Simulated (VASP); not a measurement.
Runs of VASP 6.6.1 on Te5As. The structure is that of space group P-6m2 (No. 187), or close to it. The cells are those of the table. 

```csv
task,cell,k mesh,cutoff (eV),gap on the mesh (eV),pressure (GPa),relaxed volume (Å³/atom),largest force (eV/Å)
single point,"a = 3.763, b = 3.763, c = 19.314 Å, angles 90.0, 90.0, 120.0°, 6 atoms",6 × 6 × 1,520,none,-8.1,-,0.13
single point,"a = 3.831, b = 3.831, c = 16.306 Å, angles 90.0, 90.0, 120.0°, 6 atoms",6 × 6 × 1,520,none,0.0,-,-
relaxation of cell and atoms,"relaxed from a = 3.763, b = 3.763, c = 19.314 Å, angles 90.0, 90.0, 120.0°, 6 atoms",6 × 6 × 1,600,none,-0.1,(a),0.02
relaxation of cell and atoms,"relaxed from a = 3.987, b = 3.987, c = 12.920 Å, angles 90.0, 90.0, 120.0°, 6 atoms",12 × 12 × 4,600,none,0.0,29.59,0.01
single point,"a = 3.987, b = 3.987, c = 12.920 Å, angles 90.0, 90.0, 120.0°, 6 atoms",12 × 12 × 4,520,none,-0.1,-,0.01
```

Alike in all rows: level PBE; potentials or basis VASP PAW PBE potentials, release 64 (Te, As); no spin polarisation; smearing gaussian 0.1 eV.

Q: Fill in the values left out.

A: (a) 29.08.

Caveats: some runs use coarse meshes; spin-orbit coupling is left out, which moves the levels of the heavy elements; this functional lacks dispersion, which binds the layers, so the pressure and a relaxed spacing across them are unreliable (some runs); the volume moved by over 15 % at a fixed basis, so the end points are rough (some runs).

A k mesh can miss the band edges, and the runs leave out spin-orbit coupling on As, Te.

A gap of «none» marks levels without a gap at the run's occupations.
